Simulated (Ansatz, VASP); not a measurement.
# Sn5Ge9C6: VASP beside Ansatz

```
CELL_PARAMETERS angstrom
2.70975 2.71814 5.12869
-2.73118 -2.66077 5.11141
8.11940 -5.32795 2.51412
ATOMIC_POSITIONS crystal
C 0.19418 0.08357 0.61498
C 0.13478 0.44311 0.75904
C 0.57750 0.01115 0.79117
C 0.76436 0.01103 0.42849
C 0.49408 0.51118 0.95927
C 0.12506 0.32665 0.63751
Ge 0.99435 0.97225 0.01355
Ge 0.41797 0.98466 0.18348
Ge 0.27729 0.48852 0.45140
Ge 0.88429 0.49841 0.19286
Ge 0.53731 0.93169 0.60917
Ge 0.45070 0.34841 0.80552
Ge 0.41464 0.84508 0.95640
Ge 0.76584 0.88162 0.25183
Ge 0.69453 0.33154 0.40290
Sn 0.75730 0.49798 0.60807
Sn 0.97108 0.85491 0.77218
Sn 0.12980 0.92941 0.43643
Sn 0.86154 0.38928 0.95415
Sn 0.31125 0.41121 0.17713
```

Alike in both runs: functional PBE; k mesh 4 × 4 × 2; occupations gaussian, width 0.1 eV; no spin polarisation.

Ansatz relaxed the structure, and its values are those at the end. VASP's run is a single point on that final structure, the one shown.

|  | VASP | Ansatz |
| --- | --- | --- |
| version | VASP 6.6.1 | Ansatz 0.2.0 |
| potentials or method | VASP PAW PBE potentials, release 64 (C, Ge_d, Sn_d), cutoff 600 eV | scalar-relativistic, plane waves, PAW |
| valence electrons in the cell | 220 | 220 |

```csv
,VASP,Ansatz,Ansatz less VASP
gap on the k mesh at the Fermi level (eV),none,none,-
pressure (GPa),-0.1,0.0,+0.05
rms of the force components (eV/Å),0.013,0.012,-0.0006
```

A gap of «none» marks a metal or a gap that the smearing closes.
